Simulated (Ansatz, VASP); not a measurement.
InSe in VASP and in Ansatz

File INCAR:

```
SYSTEM = InSe
PREC = Accurate
ENCUT = 520
EDIFF = 1E-7
ISMEAR = -1
SIGMA = 0.05
LREAL = .FALSE.
LASPH = .TRUE.
NELM = 100
ALGO = Normal
ISIF = 2
LWAVE = .FALSE.
LCHARG = .FALSE.
GGA = PS
NBANDS = 27
```

File KPOINTS:

```
regular mesh
0
G
  6 6 5
  0 0 0
```

POSCAR

```
InSe
1.0
    5.8263928781     -2.0546489550      0.0000000000
    5.8263928781      2.0546489550      0.0000000000
   -1.7232330140      0.0000000000      4.8190613363
In Se
2 2
Direct
    0.8882032500      0.8882032500      0.0468413600
    0.1117967500      0.1117967500      0.9531586400
    0.6609275900      0.6609275900      0.6689556200
    0.3390724100      0.3390724100      0.3310443800
```

The input input.yaml:

```yaml
crystal:
  lattice:
    - [5.8263928781, -2.054648955, 0.0]
    - [5.8263928781, 2.054648955, 0.0]
    - [-1.723233014, 0.0, 4.8190613363]
  atoms:
    - { symbol: In, position: [0.88820325, 0.88820325, 0.04684136] }
    - { symbol: In, position: [0.11179675, 0.11179675, 0.95315864] }
    - { symbol: Se, position: [0.66092759, 0.66092759, 0.66895562] }
    - { symbol: Se, position: [0.33907241, 0.33907241, 0.33104438] }
hamiltonian:
  xc: pbesol
  pseudopotentials: { kind: paw }
kpoints:
  mp_grid: { grid: [6, 6, 5] }
  band_path:
    path:
      - [[0.0, 0.5, 0.0], [0.0, 0.0, 0.0], [0.0, 0.0, -0.5]]
      - [[0.0, 0.5, -0.5], [0.0, 0.0, 0.0], [-0.5, -0.5, 0.5]]
      - [[-0.5, 0.0, 0.5], [0.0, 0.0, 0.0], [-0.5, -0.5, 0.0]]
      - [[-0.5, 0.0, 0.0], [0.0, 0.0, 0.0]]
    npoints: 14
scf:
  occupations: { method: fermi_dirac, width: 0.05 }
  n_extra_bands: 10
output:
  forces: true
  stress: true
  eigenvalues: true
  fatbands: true
```

Alike in both runs: functional PBEsol; k mesh 6 × 6 × 5; occupations fermi-dirac, width 0.05 eV; no spin polarisation.

```csv
,VASP,Ansatz
version,VASP 6.6.1,Ansatz 0.2.0
potentials or method,"VASP PAW PBE potentials, release 64 (In_d, Se)",Ansatz PAW
plane-wave cutoff (eV),520,420
valence electrons in the cell,38,58
task,single point,band structure
```

|  | VASP | Ansatz | Ansatz less VASP |
| --- | --- | --- | --- |
| gap on the k mesh at the Fermi level (eV) | 1.26 | 1.27 | +0.006 |
| least direct gap on the mesh (eV) | 1.41 | 1.42 | +0.004 |
| pressure (GPa) | -1.5 | -1.5 | -0.05 |
| traceless stress, the component that is largest in VASP (GPa) | -0.22 | -0.22 | +0.004 |
| rms of the force components (eV/Å) | 0.040 | 0.048 | +0.0085 |

VASP's potentials were made for PBE, not for PBEsol. Atom by atom the forces differ by 0.010 eV/Å (rms over components). The functional is the same, so the differences come from potentials, cutoffs and numerics. VASP's potentials hold 38 valence electrons a cell and Ansatz's 58, so a difference there can come from the potentials and not from the codes.

Noted on Ansatz's run: the k mesh misses the band edges, so the gap on the mesh is wider than the one along the path.
